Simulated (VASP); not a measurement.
Crystal: ZrB2.

```
Zr B
1.0
     3.21172    0.00000    0.00000
    -1.60586    2.78143    0.00000
     0.00000    0.00000    3.57949
Zr B
1 2
Direct
  0.00000 0.00000 0.00000
  0.66667 0.33333 0.50000
  0.33333 0.66667 0.50000
```

Base run:

| Property | Result |
| --- | --- |
| Program | VASP 6.6.1 |
| Functional | revPBE |
| Dispersion | D3(BJ) |
| Potentials or basis | VASP PAW PBE potentials, release 64 (Zr_sv, B) |
| Cutoff | 520 eV |
| k mesh | 10 × 10 × 8 |
| Occupations | fermi-dirac, width 0.05 eV |
| Spin | no spin polarisation |

Its results: band gap on the k mesh zero (bands 9 and 10 overlap by 0.76 eV); pressure -16.3 GPa.

The run is repeated on the same cell with these changes: functional from revPBE to r2SCAN; dispersion from D3(BJ) to rVV10. What comes out?

Band gap on the k mesh zero (bands 9 and 10 overlap by 0.83 eV); pressure -8.9 GPa.

Several settings changed at once.

Caveats: the cell stands under tension; the PAW data sets were made with another functional, which shifts forces and pressure a little.
